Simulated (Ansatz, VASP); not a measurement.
## Two plane-wave programs on InSb

```
In Sb
1.0
     0.00000    3.05708    2.70765
     3.05708    0.00000    2.70765
     3.05708    3.05708    0.00000
In Sb
1 1
Direct
  0.00000 0.00000 0.00000
  0.50000 0.50000 0.50000
```

Alike in both runs: task single point; functional PBEsol; k mesh 14 × 14 × 14; occupations gaussian, width 0.15 eV; no spin polarisation.

|  | VASP | Ansatz |
| --- | --- | --- |
| version | VASP 6.6.1 | Ansatz 0.2.0 |
| potentials or method | VASP PAW PBE potentials, release 64 (In_d, Sb), cutoff 520 eV | scalar-relativistic, plane waves, PAW |
| valence electrons in the cell | 18 | 28 |

VASP gave:

| Property | Result |
| --- | --- |
| gap on the k mesh at the Fermi level (eV) | none |
| pressure (GPa) | 8.3 |
| traceless stress, the component that is largest in VASP (GPa) | 14.38 |

**Question.** Estimate Ansatz's values.

**Answer.** gap on the k mesh at the Fermi level (eV): none; pressure (GPa): 8.2; traceless stress, the component that is largest in VASP (GPa): 14.37.

VASP's potentials were made for PBE, not for PBEsol, and Ansatz warns of the same on its side. A gap of «none» marks a metal or a gap that the smearing closes. VASP's potentials hold 18 valence electrons a cell and Ansatz's 28, so a difference there can come from the potentials and not from the codes.

Spin-orbit coupling is off throughout.
